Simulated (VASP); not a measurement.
# Ta (Pm-3m) in VASP: notebook

The runs below take Ta through single point, relaxation of cell and atoms, with r2SCAN.

Program: VASP 6.6.1. These are calculated values, not measurements. Logs are shortened: lines on timing, memory, paths and dates and some standing lists are left out, and cuts for length are marked.

## 1. The cell of the first run

The structure is cubic, space group Pm-3m (No. 221). The conventional cell has a = 2.685 Å, b = 2.685 Å, c = 2.685 Å, α = 90.00°, β = 90.00°, γ = 90.00°. Ta (site symmetry m-3m) has 6 Ta at 2.69 Å within 3.5 Å.

## 2. Single point, r2SCAN

Contents of POSCAR:

```
Ta
1.0
    2.6850816500      0.0000000000      0.0000000000
    0.0000000000      2.6850816500      0.0000000000
    0.0000000000      0.0000000000      2.6850816500
Ta
1
Direct
    0.0000000000      0.0000000000      0.0000000000
```

Contents of INCAR.step1:

```
PREC = Accurate ; ENCUT = 520
ISMEAR = 0 ; SIGMA = 0.1
LREAL = False ; LASPH = True
NELM = 60 ; NBANDS = 12
GGA = PE ; ALGO = Normal
EDIFF = 1E-4 ; LWAVE = True
LCHARG = False
```

Contents of INCAR.step2:

```
PREC = Accurate ; ENCUT = 520
EDIFF = 1E-6 ; ISMEAR = 0
SIGMA = 0.1 ; LREAL = False
LASPH = True ; NELM = 60
ALGO = Normal ; ISIF = 2
LWAVE = False ; LCHARG = True
METAGGA = R2SCAN ; LMIXTAU = True
LELF = True ; LVHAR = True
NBANDS = 12 ; ISTART = 1
```

Contents of KPOINTS:

```
Automatic mesh
0
Gamma
  6 6 6
```

Potentials or basis: VASP PAW PBE potentials, release 64 (Ta_pv).

On the command line:

```
$ cat potpaw_PBE.64/Ta_pv/POTCAR > POTCAR
$ cp INCAR.step1 INCAR
$ mpirun -np 1 vasp_std > vasp.out
$ cp INCAR.step2 INCAR
$ mpirun -np 1 vasp_std > vasp.out
```

OUTCAR:

```text
PREC = Accurate
   ENCUT = 520
   EDIFF = 1E-6
   ISMEAR = 0
   LREAL = False
   LASPH = True
   NELM = 60
   ISIF = 2
   METAGGA = R2SCAN
   ISTART = 1

 ion  position               nearest neighbor table
   1  0.000  0.000  0.000-

  LATTYP: Found a simple cubic cell.
 ALAT       =     2.6850816500

  Lattice vectors:

 A1 = (   2.6850816500,   0.0000000000,   0.0000000000)
 A2 = (   0.0000000000,   2.6850816500,   0.0000000000)
 A3 = (   0.0000000000,   0.0000000000,   2.6850816500)

Analysis of symmetry for initial positions (statically):
=====================================================================
 Subroutine PRICEL returns:
 Original cell was already a primitive cell.

 Routine SETGRP: Setting up the symmetry group for a
 simple cubic supercell.

 Subroutine GETGRP returns: Found 48 space group operations
 (whereof 48 operations were pure point group operations)
 out of a pool of 48 trial point group operations.

The static configuration has the point symmetry O_h .

Analysis of symmetry for dynamics (positions and initial velocities):
=====================================================================
 Subroutine PRICEL returns:
 Original cell was already a primitive cell.

 Routine SETGRP: Setting up the symmetry group for a
 simple cubic supercell.

 Subroutine GETGRP returns: Found 48 space group operations
 (whereof 48 operations were pure point group operations)
 out of a pool of 48 trial point group operations.

The dynamic configuration has the point symmetry O_h .

 Subroutine INISYM returns: Found 48 space group operations
 (whereof 48 operations are pure point group operations),
 and found     1 'primitive' translations

----------------------------------------------------------------------------------------

                                     Primitive cell

  volume of cell :      19.3585

  direct lattice vectors                    reciprocal lattice vectors
     2.685081650  0.000000000  0.000000000     0.372428153  0.000000000  0.000000000
     0.000000000  2.685081650  0.000000000     0.000000000  0.372428153  0.000000000
     0.000000000  0.000000000  2.685081650     0.000000000  0.000000000  0.372428153

  length of vectors
     2.685081650  2.685081650  2.685081650     0.372428153  0.372428153  0.372428153

  position of ions in fractional coordinates (direct lattice)
     0.000000000  0.000000000  0.000000000

  ion indices of the primitive-cell ions
   primitive index   ion index
                 1           1

----------------------------------------------------------------------------------------

 KPOINTS: Automatic mesh

Automatic generation of k-mesh.
 Grid dimensions read from file:
 generate k-points for:    6    6    6

 Generating k-lattice:

  Cartesian coordinates                     Fractional coordinates (reciprocal lattice)
     0.062071359  0.000000000  0.000000000     0.166666667  0.000000000  0.000000000
     0.000000000  0.062071359  0.000000000     0.000000000  0.166666667  0.000000000
     0.000000000  0.000000000  0.062071359     0.000000000  0.000000000  0.166666667

  Length of vectors
     0.062071359  0.062071359  0.062071359

  Shift w.r.t. Gamma in fractional coordinates (k-lattice)
     0.000000000  0.000000000  0.000000000

 Subroutine IBZKPT returns following result:
 ===========================================

 Found     20 irreducible k-points:

 Following reciprocal coordinates:
            Coordinates               Weight
  0.000000  0.000000  0.000000      1.000000
  0.166667  0.000000  0.000000      6.000000
  0.333333  0.000000  0.000000      6.000000
  0.500000  0.000000  0.000000      3.000000
  0.166667  0.166667  0.000000     12.000000
  0.333333  0.166667  0.000000     24.000000
[... 12 lines left out ...]
  0.500000  0.500000  0.333333      6.000000
  0.500000  0.500000  0.500000      1.000000
   k-points           NKPTS =     20   k-points in BZ     NKDIM =     20   number of bands    NBANDS=     12
   number of dos      NEDOS =    301   number of ions     NIONS =      1
   total plane-waves  NPLWV =   8000
   dimension x,y,z NGX =    20 NGY =   20 NGZ =   20
   dimension x,y,z NGXF=    40 NGYF=   40 NGZF=   40
   ions per type =               1
   NGX,Y,Z   is equivalent  to a cutoff of  12.38, 12.38, 12.38 a.u.
   NGXF,Y,Z  is equivalent  to a cutoff of  24.77, 24.77, 24.77 a.u.
 SYSTEM =  unknown system
   PREC   = accura    normal or accurate (medium, high low for compatibility)
   ISTART =      1    job   : 0-new  1-cont  2-samecut
   ICHARG =      0    charge: 1-file 2-atom 10-const
   ISPIN  =      1    spin polarized calculation?
   LNONCOLLINEAR =      F non collinear calculations
   LSORBIT =      F    spin-orbit coupling
   LASPH  =      T    aspherical Exc in radial PAW
   ENCUT  =  520.0 eV  38.22 Ry    6.18 a.u.   4.99  4.99  4.99*2*pi/ulx,y,z
   NELM   =     60;   NELMIN=  2; NELMDL=  0     # of ELM steps
   EDIFF  = 0.1E-05   stopping-criterion for ELM
   LREAL  =      F    real-space projection
   EDIFFG = 0.1E-04   stopping-criterion for IOM
   NSW    =      0    number of steps for IOM
   IBRION =     -1    ionic relax: 0-MD 1-quasi-New 2-CG
   NFREE  =      0    steps in history (QN), initial steepest desc. (CG)
   ISIF   =      2    stress and relaxation
   ISYM   =      2    0-nonsym 1-usesym 2-fastsym
   POTIM  = 0.5000    time-step for ionic-motion
   TEBEG  =    0.0;   TEEND  =   0.0 temperature during run
   PSTRESS=    0.0 pullay stress
   NELECT =      11.0000    total number of electrons
   NUPDOWN=      -1.0000    fix difference up-down
   EMIN   =  10.00;   EMAX   =-10.00  energy-range for DOS
   EFERMI =   0.00;   METHOD = LEGACY
   ISMEAR =     0;   SIGMA  =   0.10  broadening in eV -4-tet -1-fermi 0-gaus
   EFERMI_NEDOS =   21; number of points for ismear=-14 and -15
   IALGO  =     38    algorithm
   IMIX   =      4    mixing-type and parameters
     AMIX     =   0.40;   BMIX     =  1.00
     AMIX_MAG =   1.60;   BMIX_MAG =  1.00
  volume/ion in A,a.u.               =      19.36       130.64
  Fermi-wavevector in a.u.,A,eV,Ry     =   1.355964  2.562401 25.016202  1.838639
  Thomas-Fermi vector in A             =   2.483007
   LORBIT       =      0    0 simple, 1 ext, 2 COOP (PROOUT), +10 PAW based schemes
   METAGGA = R2SCAN    functional components
   LHFCALC =     F    Hartree Fock is set to
   AEXX    =    0.0000 exact exchange contribution
   IVDW    =     0    specifies the selected vdW correction
   LEPSILON=     F    determine dielectric tensor
   LRPA    =     F    only Hartree local field effects (RPA)
 non-spin polarized calculation
 Gauss-broadening in eV      SIGMA  =   0.10
  energy-cutoff  :      520.00
  volume of cell :       19.36
 maximum number of plane-waves:       552
 NGX is ok and might be reduce to    20
   NGX =  9   NGY =  9   NGZ =  9

 number of electron      10.9999998 magnetization

 Free energy of the ion-electron system (eV)
  ---------------------------------------------------
  ext. energy  EPLUGINS =         0.00000000
  ---------------------------------------------------
  free energy    TOTEN  =       -47.38146401 eV

  energy without entropy =      -47.36847731  energy(sigma->0) =      -47.37497066

 E-fermi :   4.5909     XC(G=0): -13.1901

 val. band max:        4.5400904231   @ k =   0.3333   0.0000   0.0000
 cond. band min:       4.6104251670   @ k =   0.5000   0.1667   0.1667
 fundamental gap:      0.0703347439
 Fermi energy:         4.5909061277

 k-point     1 :       0.0000    0.0000    0.0000
  band No.  band energies     occupation
      1     -29.4476      2.00000
      2     -29.4476      2.00000
      3     -29.4476      2.00000
      4      -3.0483      2.00000
      5       1.7928      2.00000
      6       1.7929      2.00000
      7      11.9096      0.00000
      8      11.9096      0.00000
      9      11.9097      0.00000
     10      17.2440      0.00000
     11      20.9418      0.00000
     12      20.9418      0.00000

 k-point     2 :       0.1667    0.0000    0.0000
  band No.  band energies     occupation
      1     -29.8549      2.00000
      2     -29.4137      2.00000
      3     -29.4137      2.00000
      4      -2.1783      2.00000
      5       2.0401      2.00000
      6       2.7494      2.00000
      7      10.4873      0.00000
      8      10.4873      0.00000
      9      12.0166      0.00000
     10      17.2439      0.00000
     11      17.6102      0.00000
     12      22.7793      0.00000

 k-point     3 :       0.3333    0.0000    0.0000
  band No.  band energies     occupation
      1     -30.6102      2.00000
      2     -29.3452      2.00000
      3     -29.3452      2.00000
      4      -0.3525      2.00000
      5       2.5853      2.00000
      6       4.5401      1.52764
      7       8.4956      0.00000
      8       8.4956      0.00000
      9      12.2376      0.00000
     10      15.2178      0.00000
     11      17.2442      0.00000
     12      21.3093      0.00000
[... 226 lines left out ...]
 k-point    19 :       0.5000    0.5000    0.3333
  band No.  band energies     occupation
      1     -30.6021      2.00000
      2     -30.6021      2.00000
      3     -30.2304      2.00000
      4       1.7105      2.00000
      5       3.2182      2.00000
      6       3.2182      2.00000
      7       9.8892      0.00000
      8      14.3650      0.00000
      9      14.7157      0.00000
     10      16.5912      0.00000
     11      16.5912      0.00000
     12      17.2440      0.00000

 k-point    20 :       0.5000    0.5000    0.5000
  band No.  band energies     occupation
      1     -30.5526      2.00000
      2     -30.5526      2.00000
      3     -30.5526      2.00000
      4       2.3119      2.00000
      5       2.3119      2.00000
      6       2.3120      2.00000
      7      12.7261      0.00000
      8      14.7947      0.00000
      9      14.7948      0.00000
     10      17.7719      0.00000
     11      17.7719      0.00000
     12      17.7719      0.00000

------------------------ aborting loop because EDIFF is reached ----------------------------------------

  FORCE on cell =-STRESS in cart. coord.  units (eV):
  Direction    XX          YY          ZZ          XY          YZ          ZX
  --------------------------------------------------------------------------------------
  -------------------------------------------------------------------------------------
  Total        1.2564998      1.2564998      1.2564998     -0.0000000      0.0000000     -0.0000000
  in kB      103.9921370    103.9921370    103.9921370     -0.0000000      0.0000000     -0.0000000
  external PRESSURE =     103.9921370 kB  Pullay stress =       0.0000000 kB

 VOLUME and BASIS-vectors are now :
 -----------------------------------------------------------------------------
  energy-cutoff  :      520.00
  volume of cell :       19.36
      direct lattice vectors                 reciprocal lattice vectors
     2.685081650  0.000000000  0.000000000     0.372428153  0.000000000  0.000000000
     0.000000000  2.685081650  0.000000000     0.000000000  0.372428153  0.000000000
     0.000000000  0.000000000  2.685081650     0.000000000  0.000000000  0.372428153

 POSITION                                       TOTAL-FORCE (eV/Angst)
 -----------------------------------------------------------------------------------
      0.00000      0.00000      0.00000         0.000000      0.000000      0.000000
 -----------------------------------------------------------------------------------
    total drift:                               -0.000000      0.000000      0.000000

  FREE ENERGIE OF THE ION-ELECTRON SYSTEM (eV)
  ---------------------------------------------------
  free  energy   TOTEN  =       -47.3814640081 eV

  energy  without entropy=      -47.3684773091  energy(sigma->0) =      -47.37497066
```

Run time: 12 s. Hardware: 1 thread of Intel Xeon Platinum 8488C (Sapphire Rapids), shared host; peak memory 0.12 GiB.

Results:

* Free energy: -47.3815 eV
* Pressure: 10.4 GPa

Caveat: the k points lie up to 0.39 Å⁻¹ apart; the PAW data sets were made with another functional, which shifts forces and pressure a little; spin-orbit coupling is left out, which moves the levels of the heavy elements.

## 3. Single point, r2SCAN

This run uses another cell than the first one, of 20.49 Å³/atom, 1.058 times its volume.

Contents of POSCAR:

```
Ta
1.0
    2.7363400327      0.0000000000      0.0000000000
    0.0000000000      2.7363400327      0.0000000000
    0.0000000000      0.0000000000      2.7363400327
Ta
1
Direct
    0.0000000000      0.0000000000      0.0000000000
```

Contents of INCAR.step1:

```
SYSTEM = Ta
PREC = Accurate
ENCUT = 520
ISMEAR = 0
SIGMA = 0.1
LREAL = .False.
LASPH = .True.
NELM = 80
NBANDS = 12
GGA = PE
ALGO = Normal
EDIFF = 1E-4
LWAVE = .True.
LCHARG = .False.
```

Contents of INCAR.step2:

```
SYSTEM = Ta
PREC = Accurate
ENCUT = 520
EDIFF = 1E-6
ISMEAR = 0
SIGMA = 0.1
LREAL = .False.
LASPH = .True.
NELM = 80
ALGO = Normal
ISIF = 2
LWAVE = .False.
LCHARG = .False.
METAGGA = R2SCAN
LMIXTAU = .True.
NBANDS = 12
ISTART = 1
```

Contents of KPOINTS:

```
regular mesh
0
Gamma
  6 6 6
  0 0 0
```

Potentials or basis: VASP PAW PBE potentials, release 64 (Ta_pv).

On the command line:

```
$ cat potpaw_PBE.64/Ta_pv/POTCAR > POTCAR
$ cp INCAR.step1 INCAR
$ mpirun -np 1 vasp_std > vasp.out
$ cp INCAR.step2 INCAR
$ mpirun -np 1 vasp_std > vasp.out
```

Wall time 12 s (1 thread of Intel Xeon Platinum 8488C (Sapphire Rapids), shared host); peak memory 0.12 GiB.

Results (log left out):

```yaml
Free_energy: -47.4180 eV
Pressure: 0.4 GPa
```

Levels at points of the mesh, in eV from the Fermi level:
| k point | band 3 | band 4 | band 5 | band 6 | band 7 | band 8 | band 9 | band 10 |
| --- | --- | --- | --- | --- | --- | --- | --- | --- |
| (0.00, 0.00, 0.00) | -34.22 | -7.41 | -2.57 | -2.57 | 6.89 | 6.89 | 6.89 | 12.43 |
| (0.50, 0.00, 0.00) | -34.11 | -3.67 | -1.55 | 0.06 | 3.03 | 3.03 | 7.30 | 10.83 |
| (0.50, 0.50, 0.00) | -34.00 | -3.82 | -1.22 | 3.84 | 3.84 | 5.58 | 5.58 | 9.24 |
| (0.50, 0.50, 0.50) | -35.17 | -2.01 | -2.01 | -2.01 | 8.21 | 9.52 | 9.52 | 12.30 |

Caveat: the k points lie up to 0.38 Å⁻¹ apart; the PAW data sets were made with another functional, which shifts forces and pressure a little; spin-orbit coupling is left out, which moves the levels of the heavy elements.

## 4. Relaxation of cell and atoms, r2SCAN

Contents of POSCAR:

```
Ta
1.0
    2.6850816500      0.0000000000      0.0000000000
    0.0000000000      2.6850816500      0.0000000000
    0.0000000000      0.0000000000      2.6850816500
Ta
1
Direct
    0.0000000000      0.0000000000      0.0000000000
```

Contents of INCAR.step1:

```
PREC = Accurate ; ENCUT = 600
ISMEAR = 0 ; SIGMA = 0.1
LREAL = False ; LASPH = True
NELM = 100 ; GGA = PE
ALGO = Normal ; EDIFF = 1E-4
LWAVE = True ; LCHARG = False
```

Contents of INCAR.step2:

```
PREC = Accurate ; ENCUT = 600
EDIFF = 1E-7 ; ISMEAR = 0
SIGMA = 0.1 ; LREAL = False
LASPH = True ; NELM = 100
ALGO = Normal ; ISIF = 3
LWAVE = False ; LCHARG = False
METAGGA = R2SCAN ; LMIXTAU = True
IBRION = 2 ; NSW = 90
EDIFFG = -0.04 ; ISTART = 1
```

Contents of KPOINTS:

```
regular mesh
0
Gamma
  6 6 6
```

On the command line:

```
$ cat potpaw_PBE.64/Ta_pv/POTCAR > POTCAR
$ cp INCAR.step1 INCAR
$ mpirun -np 1 vasp_std > vasp.out
$ cp INCAR.step2 INCAR
$ mpirun -np 1 vasp_std > vasp.out
```

Wall time 44 s (1 thread of Intel Xeon Platinum 8488C (Sapphire Rapids), shared host); peak memory 0.15 GiB.

Results (log left out):

```
Free energy                            : -47.4180 eV
Relaxed volume                         : 20.54 Å³/atom
Relaxed cell                           : a = 2.739 Å, b = 2.739 Å, c = 2.739 Å, α = 90.00°, β = 90.00°, γ = 90.00°
Space group after relaxing (to 0.05 Å) : Pm-3m (No. 221)
Energy gained by relaxing              : 36.4 meV/atom
Ionic steps                            : 4
Pressure after relaxing                : 0.0 GPa
```

Step by step:
```
step  energy change (eV)  largest force (eV/Å)  pressure (GPa)  volume (Å³)
   1              0.0000                0.0000           10.39        19.36
   2              0.0912                0.0000          -14.41        23.09
   3             -0.0363                0.0000           -0.32        20.58
   4             -0.0364                0.0000           -0.02        20.54
```

Final structure:
```xyz
1
Lattice="2.7386 0.0000 0.0000 0.0000 2.7386 0.0000 0.0000 0.0000 2.7386" Properties=species:S:1:pos:R:3 pbc="T T T"
Ta    0.0000    0.0000    0.0000
```

Levels at points of the mesh, in eV from the Fermi level:
```csv
k point,band 2,band 3,band 4,band 5,band 6,band 7,band 8,band 9
"(0.00, 0.00, 0.00)",-34.23,-34.23,-7.41,-2.56,-2.56,6.88,6.88,6.88
"(0.50, 0.00, 0.00)",-34.12,-34.12,-3.67,-1.54,0.06,3.03,3.03,7.28
"(0.50, 0.50, 0.00)",-35.33,-34.01,-3.80,-1.22,3.83,3.83,5.56,5.56
"(0.50, 0.50, 0.50)",-35.17,-35.17,-2.00,-2.00,-2.00,8.21,9.49,9.49
```

Caveat: the k points lie up to 0.38 Å⁻¹ apart in the final cell; the PAW data sets were made with another functional, which shifts forces and pressure a little; spin-orbit coupling is left out, which moves the levels of the heavy elements.

## 5. Single point, r2SCAN

This run uses another cell than the first one, of 20.35 Å³/atom, 1.051 times its volume.

Contents of POSCAR:

```
Ta
1.0
    2.7299794663      0.0000000000      0.0000000000
    0.0000000000      2.7299794663      0.0000000000
    0.0000000000      0.0000000000      2.7299794663
Ta
1
Direct
    0.0000000000      0.0000000000      0.0000000000
```

Contents of INCAR.step1:

```
SYSTEM = Ta
ALGO = Normal
EDIFF = 1E-4
ENCUT = 520
GGA = PE
ISMEAR = 0
LASPH = .True.
LCHARG = .False.
LREAL = .False.
LWAVE = .True.
NBANDS = 12
NELM = 80
PREC = Accurate
SIGMA = 0.1
```

Contents of INCAR.step2:

```
SYSTEM = Ta
ALGO = Normal
EDIFF = 1E-6
ENCUT = 520
ISIF = 2
ISMEAR = 0
ISTART = 1
LASPH = .True.
LCHARG = .False.
LMIXTAU = .True.
LREAL = .False.
LWAVE = .False.
METAGGA = R2SCAN
NBANDS = 12
NELM = 80
PREC = Accurate
SIGMA = 0.1
```

Contents of KPOINTS:

```
k-points
0
Gamma
  20 20 20
  0 0 0
```

On the command line:

```
$ cat potpaw_PBE.64/Ta_pv/POTCAR > POTCAR
$ cp INCAR.step1 INCAR
$ mpirun -np 1 vasp_std > vasp.out
$ cp INCAR.step2 INCAR
$ mpirun -np 1 vasp_std > vasp.out
```

Run time: 1.7 min. Hardware: 1 thread of Intel Xeon Platinum 8488C (Sapphire Rapids), shared host; peak memory 0.18 GiB.

Results (log left out):

* Free energy: -47.3975 eV
* Pressure: 0.5 GPa

Levels at points of the mesh, in eV from the Fermi level:
| k point | band 4 | band 5 | band 6 | band 7 | band 8 | band 9 |
| --- | --- | --- | --- | --- | --- | --- |
| (0.00, 0.00, 0.00) | -7.65 | -2.82 | -2.82 | 6.69 | 6.69 | 6.69 |
| (0.50, 0.00, 0.00) | -3.89 | -1.79 | -0.13 | 2.80 | 2.80 | 7.10 |
| (0.50, 0.50, 0.00) | -4.09 | -1.45 | 3.61 | 3.61 | 5.42 | 5.42 |
| (0.50, 0.50, 0.50) | -2.27 | -2.27 | -2.27 | 8.01 | 9.35 | 9.35 |

Caveat: the PAW data sets were made with another functional, which shifts forces and pressure a little; spin-orbit coupling is left out, which moves the levels of the heavy elements.

## 6. The runs side by side

| task | cell | k mesh | cutoff (eV) | gap on the mesh (eV) | pressure (GPa) |
| --- | --- | --- | --- | --- | --- |
| single point | a = 2.685 Å, 1 atom | 6 × 6 × 6 | 520 | none | 10.4 |
| single point | a = 2.736 Å, 1 atom | 6 × 6 × 6 | 520 | none | 0.4 |
| relaxation of cell and atoms | relaxed from a = 2.685 Å, 1 atom | 6 × 6 × 6 | 600 | none | 0.0 |
| single point | a = 2.730 Å, 1 atom | 20 × 20 × 20 | 520 | none | 0.5 |

Alike in all rows: level r2SCAN; potentials or basis VASP PAW PBE potentials, release 64 (Ta_pv); no spin polarisation; smearing gaussian 0.1 eV.

Caveats: some runs use coarse meshes; the PAW data sets were made with another functional, which shifts forces and pressure a little; spin-orbit coupling is left out, which moves the levels of the heavy elements.

Total energies depend on the potentials used, so only differences within one code and one set of settings carry meaning.
